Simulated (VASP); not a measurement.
SiC, 4 atoms in the cell. The structure is tetragonal, space group P4/nmm (No. 129). Conventional cell: a = 3.219 Å, b = 3.219 Å, c = 4.068 Å, α = 90.00°, β = 90.00°, γ = 90.00°. Within 2.5 Å of Si (site symmetry 4mm) lie 4 C at 1.87 Å. C (site symmetry -4m2) has 4 Si at 1.87 Å and 4 C at 2.28 Å within 2.5 Å. 

| Item | Value |
| --- | --- |
| Program | VASP 6.6.1 |
| Task | relaxation of cell and atoms |
| Functional | PBE |
| Potentials or basis | VASP PAW PBE potentials, release 64 (Si, C) |
| Cutoff | 600 eV |
| k mesh | 6 × 6 × 4 |
| Occupations | gaussian, width 0.1 eV |
| Spin | no spin polarisation |
| Dipole correction | no |
| Further INCAR settings | ALGO = Normal; EDIFF = 1e-07; IBRION = 2; EDIFFG = -0.04; NSW = 90; ISIF = 3 |

Potentials or basis: VASP PAW PBE potentials, release 64 (Si, C).

Command:

```sh
$ cat potpaw_PBE.64/Si/POTCAR potpaw_PBE.64/C/POTCAR > POTCAR
$ mpirun -np 1 vasp_std > vasp.out
```

Hardware: 1 thread of Intel(R) Xeon(R) 6975P-C (Granite Rapids) (shared host).

**Question.** Estimate the wall time of this run.

**Answer.** It took 62 s on 1 thread of Intel(R) Xeon(R) 6975P-C (Granite Rapids) (shared host), peak memory 0.17 GiB. Counts: scf iterations 119, k points 30, ion steps 14.
